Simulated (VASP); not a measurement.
# CoSi in VASP: notebook, part 2 of 2

VASP 6.6.1. Earlier steps stand in the parts before.

### Step 4. Single point, PBE, collinear spin, ferromagnetic start (atoms moved at random)

Input file INCAR:

```
PREC = Accurate ; ENCUT = 600
EDIFF = 1E-6 ; ISMEAR = -1
SIGMA = 0.05 ; LREAL = False
LASPH = True ; NELM = 200
ALGO = Normal ; ISIF = 2
LWAVE = False ; LCHARG = False
ISPIN = 2 ; MAGMOM = 2 2 2 2 0 0 0 0
LORBIT = 11 ; LMAXMIX = 4
GGA = PE ; NBANDS = 40
GGA_COMPAT = False ; KPAR = 4
```

Input file KPOINTS:

```
Automatic mesh
0
Gamma
  6 6 6
```

Input file POSCAR:

```
CoSi
1.0
    4.4380000000      0.0000000000      0.0000000000
    0.0000000000      4.4380000000      0.0000000000
    0.0000000000      0.0000000000      4.4380000000
Co Si
4 4
Direct
    0.8592590000      0.6497930000      0.3729130000
    0.6291820000      0.3641010000      0.8662960000
    0.3581580000      0.8559240000      0.6363360000
    0.1396020000      0.1369530000      0.1478780000
    0.1622860000      0.3361150000      0.6631500000
    0.3409170000      0.6500330000      0.1546650000
    0.6560780000      0.1717600000      0.3450530000
    0.8455160000      0.8386400000      0.8315510000
```

Potentials or basis: VASP PAW PBE potentials, release 64 (Co, Si).

Started as:

```sh
$ cat potpaw_PBE.64/Co/POTCAR potpaw_PBE.64/Si/POTCAR > POTCAR
$ mpirun -np 4 vasp_std > vasp.out
```

OUTCAR:

```text
PREC = Accurate
   ENCUT = 600
   EDIFF = 1E-6
   ISMEAR = -1
   LREAL = False
   LASPH = True
   NELM = 200
   ISIF = 2
   ISPIN = 2
   LORBIT = 11
   GGA = PE

 ion  position               nearest neighbor table
   1  0.859  0.650  0.373-   8 2.20   7 2.31   5 2.33   6 2.35   7 2.49   6 2.50   8 2.55   3 2.67
                             3 2.67   4 2.69   2 2.73   2 2.78   4 2.78
   2  0.629  0.364  0.866-   6 2.21   5 2.26   7 2.29   8 2.32   7 2.47   8 2.53   5 2.53   3 2.69
                             4 2.70   1 2.73   3 2.75   1 2.78   4 2.78
   3  0.358  0.856  0.636-   5 2.30   7 2.32   6 2.33   8 2.33   8 2.44   5 2.47   6 2.48   1 2.67
                             1 2.67   4 2.68   2 2.69   2 2.75   4 2.77
   4  0.140  0.137  0.148-   7 2.32   5 2.33   8 2.33   6 2.34   6 2.45   5 2.45   7 2.46   3 2.68
                             1 2.69   2 2.70   3 2.77   2 2.78   1 2.78
   5  0.162  0.336  0.663-   2 2.26   3 2.30   1 2.33   4 2.33   4 2.45   3 2.47   2 2.53   7 2.71
                             6 2.71   8 2.72   8 2.74   7 2.75   6 2.77
   6  0.341  0.650  0.155-   2 2.21   3 2.33   4 2.34   1 2.35   4 2.45   3 2.48   1 2.50   7 2.68
                             5 2.71   8 2.76   5 2.77   8 2.79   7 2.83
   7  0.656  0.172  0.345-   2 2.29   1 2.31   3 2.32   4 2.32   4 2.46   2 2.47   1 2.49   6 2.68
                             5 2.71   8 2.75   5 2.75   6 2.83   8 2.84
   8  0.846  0.839  0.832-   1 2.20   2 2.32   4 2.33   3 2.33   3 2.44   2 2.53   1 2.55   5 2.72
                             5 2.74   7 2.75   6 2.76   6 2.79   7 2.84

  LATTYP: Found a simple cubic cell.
 ALAT       =     4.4380000000

  Lattice vectors:

 A1 = (   4.4380000000,   0.0000000000,   0.0000000000)
 A2 = (   0.0000000000,   4.4380000000,   0.0000000000)
 A3 = (   0.0000000000,   0.0000000000,   4.4380000000)

Analysis of symmetry for initial positions (statically):
=====================================================================
 Subroutine PRICEL returns:
 Original cell was already a primitive cell.

 Routine SETGRP: Setting up the symmetry group for a
 simple cubic supercell.

 Subroutine GETGRP returns: Found  1 space group operations
[... 1193 lines left out ...]
      3       3.8817      1.00000
      4       4.0113      1.00000
      5       6.5356      1.00000
      6       6.5846      1.00000
[... 973 lines left out ...]
     37      18.1176      0.00000
     38      18.4696      0.00000

 [... further k-points ...]

 [bands above 38 left out]

------------------------ aborting loop because EDIFF is reached ----------------------------------------

  FORCE on cell =-STRESS in cart. coord.  units (eV):
  Direction    XX          YY          ZZ          XY          YZ          ZX
  --------------------------------------------------------------------------------------
  -------------------------------------------------------------------------------------
  Total        0.4024520      0.2383747      0.8137661     -0.3861179      0.7313026     -0.1772259
  in kB        7.3767107      4.3692689     14.9158593     -7.0773164     13.4043517     -3.2484473
  external PRESSURE =       8.8872797 kB  Pullay stress =       0.0000000 kB

 VOLUME and BASIS-vectors are now :
 -----------------------------------------------------------------------------
  energy-cutoff  :      600.00
  volume of cell :       87.41
      direct lattice vectors                 reciprocal lattice vectors
     4.438000000  0.000000000  0.000000000     0.225326724  0.000000000  0.000000000
     0.000000000  4.438000000  0.000000000     0.000000000  0.225326724  0.000000000
     0.000000000  0.000000000  4.438000000     0.000000000  0.000000000  0.225326724

 POSITION                                       TOTAL-FORCE (eV/Angst)
 -----------------------------------------------------------------------------------
      3.81339      2.88378      1.65499         0.011254     -0.523305     -0.992655
      2.79231      1.61588      3.84462         0.959914     -0.429989     -0.425964
      1.58951      3.79859      2.82406         0.029814      0.031017      0.280880
      0.61955      0.60780      0.65628        -0.090981      0.139068     -0.157477
      0.72023      1.49168      2.94306        -0.520276      0.206620     -0.299460
      1.51299      2.88485      0.68640        -0.273896      0.626473      0.439046
      2.91167      0.76227      1.53135        -0.044933     -0.586867      0.159610
      3.75240      3.72188      3.69042        -0.070895      0.536983      0.996019
 -----------------------------------------------------------------------------------
    total drift:                               -0.000154     -0.000198     -0.000155

  FREE ENERGIE OF THE ION-ELECTRON SYSTEM (eV)
  ---------------------------------------------------
  free  energy   TOTEN  =       -54.5797961172 eV

  energy  without entropy=      -54.5648352647  energy(sigma->0) =      -54.57231569

 total charge

# of ion       s       p       d       tot
------------------------------------------
    1        0.437   0.618   7.573   8.628
    2        0.442   0.629   7.587   8.658
    3        0.434   0.619   7.566   8.619
    4        0.431   0.611   7.558   8.600
    5        0.728   0.885   0.000   1.613
    6        0.731   0.886   0.000   1.616
    7        0.730   0.881   0.000   1.611
    8        0.733   0.883   0.000   1.616
--------------------------------------------------
tot          4.667   6.010  30.284  40.961

 magnetization (x)

# of ion       s       p       d       tot
------------------------------------------
    1       -0.000   0.000  -0.000  -0.000
    2       -0.000   0.000  -0.000  -0.000
    3       -0.000   0.000  -0.000  -0.000
    4        0.000   0.000  -0.000  -0.000
    5        0.000   0.000   0.000   0.000
    6        0.000   0.000   0.000   0.000
    7        0.000   0.000   0.000   0.000
    8        0.000   0.000   0.000   0.000
--------------------------------------------------
tot          0.000   0.000  -0.000  -0.000
```

OSZICAR:

```text
N       E                     dE             d eps       ncg     rms          rms(c)
DAV:   1     0.375960023203E+03    0.37596E+03   -0.23952E+04 17920   0.167E+03
DAV:   2    -0.269179236425E+02   -0.40288E+03   -0.37859E+03 17936   0.356E+02
DAV:   3    -0.580860370606E+02   -0.31168E+02   -0.29180E+02 20824   0.117E+02
DAV:   4    -0.590905350284E+02   -0.10045E+01   -0.99849E+00 21512   0.195E+01
DAV:   5    -0.591267047537E+02   -0.36170E-01   -0.36159E-01 23064   0.342E+00    0.301E+01
DAV:   6    -0.669683322204E+02   -0.78416E+01   -0.79137E+01 21296   0.124E+02    0.299E+01
DAV:   7    -0.544426823253E+02    0.12526E+02   -0.39554E+01 20856   0.947E+01    0.802E+00
DAV:   8    -0.562907793980E+02   -0.18481E+01   -0.10084E+01 27352   0.481E+01    0.149E+01
DAV:   9    -0.546727367075E+02    0.16180E+01   -0.55465E+00 24560   0.397E+01    0.373E+00
DAV:  10    -0.548601349214E+02   -0.18740E+00   -0.17601E+00 27456   0.218E+01    0.613E+00
DAV:  11    -0.545792313009E+02    0.28090E+00   -0.85148E-01 24536   0.162E+01    0.113E+00
DAV:  12    -0.545818745551E+02   -0.26433E-02   -0.50038E-02 21320   0.186E+00    0.584E-01
DAV:  13    -0.545865066836E+02   -0.46321E-02   -0.31868E-02 22664   0.314E+00    0.961E-01
DAV:  14    -0.545796627735E+02    0.68439E-02   -0.18761E-02 23560   0.246E+00    0.182E-01
DAV:  15    -0.545798025219E+02   -0.13975E-03   -0.11198E-03 26056   0.347E-01    0.935E-02
DAV:  16    -0.545797960613E+02    0.64606E-05   -0.98418E-05 22096   0.126E-01    0.435E-02
DAV:  17    -0.545797967565E+02   -0.69518E-06   -0.13742E-05 23456   0.366E-02    0.165E-02
DAV:  18    -0.545797961172E+02    0.63924E-06   -0.26233E-06 12424   0.214E-02
   1 F= -.54579796E+02 E0= -.54572316E+02  d E =-.149609E-01  mag=     0.0001
```

Wall time 9.2 min (4 MPI ranks of Oxide Virtual Turin-like, shared host); peak memory 0.68 GiB.

What came out:

```
Free energy                                           : -54.5798 eV
Pressure                                              : 0.9 GPa
Largest force                                         : 1.135 eV/Å
Band gap on the k mesh                                : zero (filled and empty bands overlap)
Net moment                                            : 0.00 μB per cell
Valence electrons inside the program's atomic spheres : Co 8.63, 8.66, 8.62, 8.60; Si 1.61, 1.62 (each value once)
```

Forces in eV/Å, atoms in the order of the input:
```
Co   0.011 -0.523 -0.993
Co   0.960 -0.430 -0.426
Co   0.030  0.031  0.281
Co  -0.091  0.139 -0.157
Si  -0.520  0.207 -0.299
Si  -0.274  0.626  0.439
Si  -0.045 -0.587  0.160
Si  -0.071  0.537  0.996
```

Levels at points of the mesh, in eV from the Fermi level:
Spin up:
```
           k point  band 23  band 24  band 25  band 26  band 27  band 28  band 29  band 30
(0.00, 0.00, 0.00)    -0.85    -0.83    -0.12    -0.04    -0.01     2.31     2.40     2.52
(0.50, 0.00, 0.00)    -0.77    -0.72    -0.50    -0.49     0.88     0.98     1.33     1.39
(0.00, 0.50, 0.00)    -0.78    -0.72    -0.56    -0.45     0.85     1.02     1.40     1.44
(0.00, 0.00, 0.50)    -0.75    -0.73    -0.55    -0.48     0.89     1.04     1.31     1.47
(0.50, 0.50, 0.00)    -1.14    -1.04    -0.11    -0.08     0.47     0.52     1.93     1.97
(0.00, 0.50, 0.50)    -1.12    -1.02    -0.16     0.00     0.46     0.62     1.87     1.91
(0.50, 0.00, 0.50)    -1.09    -1.05    -0.09    -0.06     0.49     0.52     1.89     1.94
(0.50, 0.50, 0.50)    -1.22    -1.18    -0.34    -0.30    -0.22    -0.18     5.11     5.16
```
Spin down:
| k point | band 22 | band 23 | band 24 | band 25 | band 26 | band 27 | band 28 | band 29 | band 30 | band 31 |
| --- | --- | --- | --- | --- | --- | --- | --- | --- | --- | --- |
| (0.00, 0.00, 0.00) | -0.94 | -0.85 | -0.83 | -0.12 | -0.04 | -0.01 | 2.31 | 2.40 | 2.52 | 2.83 |
| (0.50, 0.00, 0.00) | -1.06 | -0.77 | -0.72 | -0.50 | -0.49 | 0.88 | 0.98 | 1.33 | 1.39 | 4.13 |
| (0.00, 0.50, 0.00) | -1.12 | -0.78 | -0.72 | -0.56 | -0.45 | 0.85 | 1.02 | 1.40 | 1.44 | 4.10 |
| (0.00, 0.00, 0.50) | -1.12 | -0.75 | -0.73 | -0.55 | -0.48 | 0.89 | 1.04 | 1.31 | 1.47 | 4.17 |
| (0.50, 0.50, 0.00) | -1.54 | -1.14 | -1.04 | -0.11 | -0.08 | 0.47 | 0.52 | 1.93 | 1.97 | 2.34 |
| (0.00, 0.50, 0.50) | -1.46 | -1.12 | -1.02 | -0.16 | 0.00 | 0.46 | 0.62 | 1.87 | 1.91 | 2.37 |
| (0.50, 0.00, 0.50) | -1.54 | -1.09 | -1.05 | -0.09 | -0.07 | 0.49 | 0.52 | 1.89 | 1.94 | 2.40 |
| (0.50, 0.50, 0.50) | -1.28 | -1.22 | -1.18 | -0.34 | -0.30 | -0.22 | -0.18 | 5.11 | 5.16 | 5.25 |

Caveat: the cell differs from its parent crystal (atoms moved at random); the moments typed at the start vanished in this run; forces of over 1 eV/Å act on the atoms, so gaps and moduli don't describe the material at rest.
